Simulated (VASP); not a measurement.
Write the native input for VASP 6.6.1 that does the following.

```
Task                   : single point
Functional             : PBEsol
Potentials or basis    : VASP PAW PBE potentials, release 64 (Co, O)
Cutoff                 : 520 eV
k mesh                 : 18 × 18 × 18
Occupations            : gaussian, width 0.1 eV
Spin                   : collinear spin, ferromagnetic start
Starting moments       : [4.29, 1.9] μB
Fixed moment           : 7 μB
Dipole correction      : no
Further INCAR settings : ALGO = Normal; EDIFF = 1e-06; NBANDS = 18
```

The structure of CoO lies in POSCAR:

```
CoO
1.0
    1.5054695445      0.8691832468      2.4399269062
   -1.5054695445      0.8691832468      2.4399269062
    0.0000000000     -1.7383664936      2.4399269062
Co O
1 1
Direct
    0.0000000000      0.0000000000      0.0000000000
    0.5000000000      0.5000000000      0.5000000000
```

One way to write it, as run:

INCAR

```
SYSTEM = CoO
ALGO = Normal
EDIFF = 1E-6
ENCUT = 520
GGA = PS
ISIF = 2
ISMEAR = 0
ISPIN = 2
LASPH = .True.
LCHARG = .False.
LMAXMIX = 4
LORBIT = 11
LREAL = .False.
LWAVE = .False.
MAGMOM = 4.29 1.9
NBANDS = 18
NELM = 150
NUPDOWN = 7.0
PREC = Accurate
SIGMA = 0.1
```

KPOINTS

```
k-points
0
Gamma
  18 18 18
  0 0 0
```

Potentials or basis: VASP PAW PBE potentials, release 64 (Co, O).

The run is started by

```sh
$ cat potpaw_PBE.64/Co/POTCAR potpaw_PBE.64/O/POTCAR > POTCAR
$ mpirun -np 1 vasp_std > vasp.out
```

Results of the run:

```yaml
Pressure: 118.8 GPa
Net_moment: 7.00 μB per cell
Site_moments: Co +4.39; O +1.60 μB
Valence_electrons_inside_the_program's_atomic_spheres: Co 7.60; O 4.81
```

Caveat: the cell stands under pressure; the PAW data sets were made with another functional, which shifts forces and pressure a little; the total moment is fixed, so each spin has its own Fermi level and the state may be an excited one; a cell with one magnetic atom can't hold antiferromagnetic order, which such compounds often take.

It took 12 min on 1 thread of Oxide Virtual Turin-like Processor (shared host), peak memory 0.37 GiB.
